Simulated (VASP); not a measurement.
# Ge (I4_1/amd) in VASP: elastic constants with PBEsol

Aim: the elastic constants of Ge with PBEsol.

Everything below comes from runs of VASP 6.6.1. Logs are shortened: lines on timing, memory, paths and dates and some standing lists are left out, and cuts for length are marked.

## 1. The cell of the first run

Symmetry: I4_1/amd, No. 141, tetragonal system. Conventional cell: a = 5.149 Å, b = 5.149 Å, c = 2.795 Å, α = 90.00°, β = 90.00°, γ = 90.00°. Ge (site symmetry -4m2) has 10 Ge at 2.67 to 3.32 Å within 3.5 Å.

## 2. Elastic constants, PBEsol

Contents of INCAR:

```
SYSTEM = Ge
PREC = Accurate
ENCUT = 600
EDIFF = 1E-8
ISMEAR = -1
SIGMA = 0.05
LREAL = .FALSE.
LASPH = .TRUE.
NELM = 60
ALGO = Normal
ISIF = 3
LWAVE = .FALSE.
LCHARG = .FALSE.
GGA = PS
IBRION = 6
NFREE = 2
POTIM = 0.015
NSW = 1
```

Contents of KPOINTS:

```
Automatic mesh
0
G
  8 8 8
  0 0 0
```

Contents of POSCAR:

```
Ge
1.0
   -2.5744897190      2.5744897190      1.3974126432
    2.5744897190     -2.5744897190      1.3974126432
    2.5744897190      2.5744897190     -1.3974126432
Ge
2
Direct
    0.5000000000      0.5000000000      0.0000000000
    0.2500000000      0.7500000000      0.5000000000
```

Potentials or basis: VASP PAW PBE potentials, release 64 (Ge_d).

On the command line:

```bash
cat potpaw_PBE.64/Ge_d/POTCAR > POTCAR
mpirun -np 1 vasp_std > vasp.out
```

OUTCAR:

```text
SYSTEM = Ge
   PREC = Accurate
   ENCUT = 600
   EDIFF = 1E-8
   ISMEAR = -1
   LREAL = .FALSE.
   LASPH = .TRUE.
   NELM = 60
   ISIF = 3
   GGA = PS
   IBRION = 6
   NFREE = 2
   POTIM = 0.015
   NSW = 1

 ion  position               nearest neighbor table
   1  0.500  0.500  0.000-   2 2.67   2 2.67   2 2.67   2 2.67
   2  0.250  0.750  0.500-   1 2.67   1 2.67   1 2.67   1 2.67

  LATTYP: Found a body centered tetragonal cell.
 ALAT       =     5.1489794380
 C/A-ratio  =     0.5427920853

  Lattice vectors:

 A1 = (  -2.5744897190,   2.5744897190,   1.3974126432)
 A2 = (   2.5744897190,  -2.5744897190,   1.3974126432)
 A3 = (   2.5744897190,   2.5744897190,  -1.3974126432)

Analysis of symmetry for initial positions (statically):
=====================================================================
 Subroutine PRICEL returns:
 Original cell was already a primitive cell.

 Routine SETGRP: Setting up the symmetry group for a
 body centered tetragonal supercell.

 Subroutine GETGRP returns: Found 16 space group operations
 (whereof  8 operations were pure point group operations)
 out of a pool of 16 trial point group operations.

The static configuration has the point symmetry D_2d.
 The point group associated with its full space group is D_4h.

Analysis of symmetry for dynamics (positions and initial velocities):
=====================================================================
 Subroutine PRICEL returns:
 Original cell was already a primitive cell.

 Routine SETGRP: Setting up the symmetry group for a
 body centered tetragonal supercell.

 Subroutine GETGRP returns: Found 16 space group operations
 (whereof  8 operations were pure point group operations)
 out of a pool of 16 trial point group operations.

The dynamic configuration has the point symmetry D_2d.
 The point group associated with its full space group is D_4h.

 Subroutine INISYM returns: Found 16 space group operations
 (whereof  8 operations are pure point group operations),
 and found     1 'primitive' translations

----------------------------------------------------------------------------------------

                                     Primitive cell

  volume of cell :      37.0482

  direct lattice vectors                    reciprocal lattice vectors
    -2.574489719  2.574489719  1.397412643     0.000000000  0.194213244  0.357804119
     2.574489719 -2.574489719  1.397412643     0.194213244  0.000000000  0.357804119
     2.574489719  2.574489719 -1.397412643     0.194213244  0.194213244  0.000000000

  length of vectors
     3.899840602  3.899840602  3.899840602     0.407114937  0.407114937  0.274659004

  position of ions in fractional coordinates (direct lattice)
     0.500000000  0.500000000  0.000000000
     0.250000000  0.750000000  0.500000000

  ion indices of the primitive-cell ions
   primitive index   ion index
                 1           1
                 2           2

----------------------------------------------------------------------------------------

 KPOINTS: Automatic mesh

Automatic generation of k-mesh.
 Grid dimensions read from file:
 generate k-points for:    8    8    8

 Generating k-lattice:

  Cartesian coordinates                     Fractional coordinates (reciprocal lattice)
     0.000000000  0.024276656  0.044725515     0.125000000  0.000000000  0.000000000
     0.024276656  0.000000000  0.044725515     0.000000000  0.125000000  0.000000000
     0.024276656  0.024276656  0.000000000     0.000000000  0.000000000  0.125000000

  Length of vectors
     0.050889367  0.050889367  0.034332375

  Shift w.r.t. Gamma in fractional coordinates (k-lattice)
     0.000000000  0.000000000  0.000000000

 Subroutine IBZKPT returns following result:
 ===========================================

 Found     59 irreducible k-points:

 Following reciprocal coordinates:
[... 49 lines left out ...]
   NFREE  =      2    steps in history (QN), initial steepest desc. (CG)
   ISIF   =      3    stress and relaxation
   ISYM   =      2    0-nonsym 1-usesym 2-fastsym
   POTIM  = 0.0150    time-step for ionic-motion
   TEBEG  =    0.0;   TEEND  =   0.0 temperature during run
   PSTRESS=    0.0 pullay stress
   NELECT =      28.0000    total number of electrons
   NUPDOWN=      -1.0000    fix difference up-down
   EMIN   =  10.00;   EMAX   =-10.00  energy-range for DOS
   EFERMI =   0.00;   METHOD = LEGACY
   ISMEAR =    -1;   SIGMA  =   0.05  broadening in eV -4-tet -1-fermi 0-gaus
   EFERMI_NEDOS =   21; number of points for ismear=-14 and -15
   IALGO  =     38    algorithm
   IMIX   =      4    mixing-type and parameters
     AMIX     =   0.40;   BMIX     =  1.00
     AMIX_MAG =   1.60;   BMIX_MAG =  1.00
  volume/ion in A,a.u.               =      18.52       125.01
  Fermi-wavevector in a.u.,A,eV,Ry     =   1.491209  2.817976 30.255333  2.223704
  Thomas-Fermi vector in A             =   2.603893
   LORBIT       =      0    0 simple, 1 ext, 2 COOP (PROOUT), +10 PAW based schemes
   GGA     = PS    functional components
   LHFCALC =     F    Hartree Fock is set to
   AEXX    =    0.0000 exact exchange contribution
   IVDW    =     0    specifies the selected vdW correction
   LEPSILON=     F    determine dielectric tensor
   LRPA    =     F    only Hartree local field effects (RPA)
 finite differences with symmetry
 non-spin polarized calculation
  energy-cutoff  :      600.00
  volume of cell :       37.05
 maximum number of plane-waves:      1258
   NGX = 15   NGY = 15   NGZ = 15

--------------------------------------- Ionic step        1  -------------------------------------------

 number of electron      28.0000000 magnetization

 Free energy of the ion-electron system (eV)
  ---------------------------------------------------
  ext. energy  EPLUGINS =         0.00000000
  ---------------------------------------------------
  free energy    TOTEN  =        -9.51980198 eV

  energy without entropy =       -9.51268008  energy(sigma->0) =       -9.51624103

------------------------ aborting loop because EDIFF is reached ----------------------------------------

  FORCE on cell =-STRESS in cart. coord.  units (eV):
  Direction    XX          YY          ZZ          XY          YZ          ZX
  --------------------------------------------------------------------------------------
  -------------------------------------------------------------------------------------
  Total       -0.5227065     -0.5227065      0.5574021      0.0000000     -0.0000000      0.0000000
  in kB      -22.6048450    -22.6048450     24.1052798      0.0000000     -0.0000000      0.0000000
  external PRESSURE =      -7.0348034 kB  Pullay stress =       0.0000000 kB
[... 89 lines left out ...]
  FREE ENERGIE OF THE ION-ELECTRON SYSTEM (eV)
  ---------------------------------------------------
  free  energy   TOTEN  =        -9.5229698420 eV

  energy  without entropy=       -9.5153987843  energy(sigma->0) =       -9.51918431

[... ionic steps 4 to 14 ...]

--------------------------------------- Ionic step       15  -------------------------------------------

 number of electron      28.0000001 magnetization

------------------------ aborting loop because EDIFF is reached ----------------------------------------
[... 67 lines left out ...]
--------------------------------------- Ionic step       17  -------------------------------------------

 number of electron      28.0000005 magnetization

 Free energy of the ion-electron system (eV)
  ---------------------------------------------------
  ext. energy  EPLUGINS =         0.00000000
  ---------------------------------------------------
  free energy    TOTEN  =        -9.51973582 eV

  energy without entropy =       -9.51259290  energy(sigma->0) =       -9.51616436

 E-fermi :   6.6111     XC(G=0): -11.4701

 val. band max:        6.5543510815   @ k =  -0.2500   0.2500   0.2500
 cond. band min:       6.6992766691   @ k =   0.3750   0.3750   0.1250
 fundamental gap:      0.1449255876
 Fermi energy:         6.6111307540

 k-point     1 :       0.0000    0.0000    0.0000
  band No.  band energies     occupation
      1     -18.0200      2.00000
      2     -17.9694      2.00000
      3     -17.9441      2.00000
      4     -17.9370      2.00000
      5     -17.8345      2.00000
      6     -17.8299      2.00000
[... 481 lines left out ...]
      5     -17.8752      2.00000
      6     -17.8374      2.00000
[... 10 lines left out ...]
     17      10.7239      0.00000
     18      11.9589      0.00000

 [... further k-points ...]

------------------------ aborting loop because EDIFF is reached ----------------------------------------

  FORCE on cell =-STRESS in cart. coord.  units (eV):
  Direction    XX          YY          ZZ          XY          YZ          ZX
  --------------------------------------------------------------------------------------
  -------------------------------------------------------------------------------------
  Total       -0.4814325     -0.5655822      0.5557458      0.0000000      0.0000000      0.0000000
  in kB      -20.8199195    -24.4590369     24.0336525      0.0000000      0.0000000      0.0000000
  external PRESSURE =      -7.0817680 kB  Pullay stress =       0.0000000 kB
[... 17 lines left out ...]
  FREE ENERGIE OF THE ION-ELECTRON SYSTEM (eV)
  ---------------------------------------------------
  free  energy   TOTEN  =        -9.5197358227 eV

  energy  without entropy=       -9.5125928973  energy(sigma->0) =       -9.51616436

 INTERNAL STRAIN TENSORS FROM STRAINED CELLS
 ============================================

 INTERNAL STRAIN TENSOR FOR ION    1 for displacements in x,y,z  (eV/Angst):
          X           Y           Z          XY          YZ          ZX
  --------------------------------------------------------------------------------
  x     0.00000    -0.00000     0.00000    -0.00000     0.00000    -1.08309
  y     0.00000     0.00000    -0.00000     0.00000     1.07288     0.00000
  z    -2.77573     2.77544    -0.00000    -0.00000     0.00004     0.00001

 INTERNAL STRAIN TENSORS FROM DISPLACED ATOMS
 ============================================

 INTERNAL STRAIN TENSOR FOR ION    1 for displacements in x,y,z  (eV/Angst):
          X           Y           Z          XY          YZ          ZX
  --------------------------------------------------------------------------------
  x     0.00000     0.00000     0.00000     0.00000     0.00000    -1.14182
  y     0.00000     0.00000     0.00000     0.00000     1.14182     0.00000
  z    -2.80339     2.80339     0.00000     0.00000     0.00000     0.00000

 INTERNAL STRAIN TENSOR FOR ION    2 for displacements in x,y,z  (eV/Angst):
          X           Y           Z          XY          YZ          ZX
  --------------------------------------------------------------------------------
  x     0.00000     0.00000     0.00000     0.00000     0.00000     1.14182
  y     0.00000     0.00000     0.00000     0.00000    -1.14182     0.00000
  z     2.80339    -2.80339     0.00000     0.00000     0.00000     0.00000

 Eigenvectors and eigenvalues of the dynamical matrix
 ----------------------------------------------------

   1 f  =    4.983334 THz    31.311208 2PiTHz  166.226116 cm-1    20.609403 meV
             X         Y         Z           dx          dy          dz
      0.000000  0.000000  1.397413     0.000000   -0.707107    0.000000
      2.574490  0.000000  0.698706     0.000000    0.707107    0.000000
[... 21 lines left out ...]
   6 f  =    0.000000 THz     0.000000 2PiTHz    0.000000 cm-1     0.000000 meV
             X         Y         Z           dx          dy          dz
      0.000000  0.000000  1.397413     0.000000    0.000000    0.707107
      2.574490  0.000000  0.698706     0.000000    0.000000    0.707107

--------------------------------------------------------------------------------------------------------

 ELASTIC MODULI CONTR FROM IONIC RELAXATION (kBar)
 Direction    XX          YY          ZZ          XY          YZ          ZX
 --------------------------------------------------------------------------------
 XX        -536.8864    536.8864      0.0000      0.0000      0.0000      0.0000
 YY         536.8864   -536.8864      0.0000      0.0000      0.0000      0.0000
 ZZ           0.0000      0.0000      0.0000      0.0000      0.0000      0.0000
 XY           0.0000      0.0000      0.0000      0.0000      0.0000      0.0000
 YZ           0.0000      0.0000      0.0000      0.0000    -15.2839      0.0000
 ZX           0.0000      0.0000      0.0000      0.0000      0.0000    -15.2839
 --------------------------------------------------------------------------------

 TOTAL ELASTIC MODULI (kBar)
 Direction    XX          YY          ZZ          XY          YZ          ZX
 --------------------------------------------------------------------------------
 XX        1008.0786    830.6550    408.9884      0.0000     -0.0000      0.0000
 YY         830.6550   1008.0786    408.9884      0.0000      0.0000      0.0000
 ZZ         408.9884    408.9884   1585.1839      0.0000      0.0000      0.0000
 XY           0.0000      0.0000      0.0000    592.1485     -0.0000      0.0000
 YZ          -0.0000      0.0000      0.0000     -0.0000    307.7347      0.0000
 ZX           0.0000      0.0000      0.0000      0.0000      0.0000    307.7346
 --------------------------------------------------------------------------------
```

It took 5.9 min on 1 thread of Intel Xeon 6975P-C (Granite Rapids), shared host; peak memory 0.32 GiB.

Results:

* Voigt bulk modulus: 77 GPa
* Highest phonon frequency at Γ: 166 cm⁻¹

Phonon frequencies in cm⁻¹ (negative: imaginary):
```tsv
q point	frequencies
(0.000, 0.000, 0.000)	0 0 0 69 166 166
```

Elastic tensor in Voigt notation (GPa, in the Cartesian axes of the cell as first typed):
```
101  83  41   0   0   0
 83 101  41   0   0   0
 41  41 159   0   0   0
  0   0   0  31   0   0
  0   0   0   0  31   0
  0   0   0   0   0  59
```

Clamped-ion elastic tensor (GPa):
```
154  29  41   0   0   0
 29 154  41   0   0   0
 41  41 159   0   0   0
  0   0   0  32   0   0
  0   0   0   0  32   0
  0   0   0   0   0  59
```

Caveat: the PAW data sets were made with another functional, which shifts forces and pressure a little.
